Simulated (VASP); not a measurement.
GaSb3: single point with PBE

The system is GaSb3.

```
Sb Ga
1.0
     0.00000    3.65444    3.65444
     3.65444    0.00000    3.65444
     3.65444    3.65444    0.00000
Sb Ga
3 1
Direct
  0.50000 0.50000 0.50000
  0.75000 0.75000 0.75000
  0.25000 0.25000 0.25000
  0.00000 0.00000 0.00000
```

| Quantity | Value |
| --- | --- |
| Program | VASP 6.6.1 |
| Task | single point |
| Functional | PBE |
| Potentials or basis | VASP PAW PBE potentials, release 64 (Sb, Ga_d) |
| Cutoff | 520 eV |
| k mesh | 6 × 6 × 6 |
| Occupations | fermi-dirac, width 0.05 eV |
| Spin | no spin polarisation |
| Dipole correction | no |
| Further INCAR settings | ALGO = Normal; EDIFF = 1e-06; NBANDS = 22 |

```
Pressure               : 2.7 GPa
Band gap on the k mesh : zero (band 14 reaches 9.58 eV, above the bottom of band 15 at 5.65 eV)
```

Levels at points of the mesh, in eV from the Fermi level:
```tsv
k point	band 12	band 13	band 14	band 15	band 16	band 17
(0.00, 0.00, 0.00)	-2.88	-2.70	-2.70	-2.70	-0.95	-0.95
(0.50, 0.00, 0.00)	-2.96	-2.96	-0.39	-0.04	2.02	2.02
(0.50, 0.50, 0.00)	0.71	1.01	1.01	1.07	1.84	1.84
```

Wall time 17 s on 1 thread of Intel(R) Xeon(R) 6975P-C (Granite Rapids), on a shared host, peak memory 0.24 GiB.

Caveat: spin-orbit coupling is left out, which moves the levels of the heavy elements.
